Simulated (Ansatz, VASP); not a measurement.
**B in VASP and in Ansatz**

```
B
1.0
     1.71191    0.00000    0.00000
    -0.85595    1.48256    0.00000
     0.00000    0.00000    8.10009
B
2
Direct
  0.66667 0.33333 0.25000
  0.33333 0.66667 0.75000
```

Alike in both runs: task relaxation of cell and atoms; functional PBE; k mesh 36 × 36 × 8; occupations gaussian, width 0.1 eV; no spin polarisation.

```csv
,VASP,Ansatz
version,VASP 6.6.1,Ansatz 0.2.0
potentials or method,"VASP PAW PBE potentials, release 64 (B), cutoff 600 eV","scalar-relativistic, plane waves, PAW"
valence electrons in the cell,6,6
```

```tsv
	VASP	Ansatz	Ansatz less VASP
gap on the k mesh at the Fermi level, each at its own relaxed structure (eV)	none	none	-
relaxed volume (Å³/atom)	10.28	10.28	0.000
relaxed cell length with the largest relative difference (Å)	1.712	1.712	0.0000
```

A gap of «none» marks a metal or a gap that the smearing closes.

Noted on VASP's run: the relaxation stopped at its first step, so nothing moved.
